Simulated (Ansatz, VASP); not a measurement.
# One calculation of Na, two programs

```
Na
1.0
     3.76700    0.03767    0.03767
    -1.85088    3.24348    0.01379
     0.06154    0.06154    6.15400
Na
2
Direct
  0.33333 0.66667 0.25000
  0.66667 0.33333 0.75000
```

Change from the starting cell: equal xy, yz and zx shear strains of +2 %.

Alike in both runs: task single point; functional LDA; k mesh 11 × 11 × 6; occupations fermi-dirac, width 0.05 eV; no spin polarisation.

|  | VASP | Ansatz |
| --- | --- | --- |
| version | VASP 6.6.1 | Ansatz 0.2.0 |
| potentials or method | VASP PAW LDA potentials, release 64 (Na_pv), cutoff 520 eV | all-electron LAPW, scalar-relativistic |

|  | VASP | Ansatz | Ansatz less VASP |
| --- | --- | --- | --- |
| pressure (GPa) | -0.8 | -0.9 | -0.04 |
| traceless stress, the component that is largest in VASP (GPa) | 0.16 | 0.16 | 0.000 |
| rms of the force components (eV/Å) | 0.003 | 0.003 | -0.0002 |

LDA's correlation is that of Perdew and Zunger in VASP and of Perdew and Wang (1992) in Ansatz. Atom by atom the forces differ by 0.000 eV/Å (rms over components). Ansatz ran all-electron here, and VASP with PAW potentials.
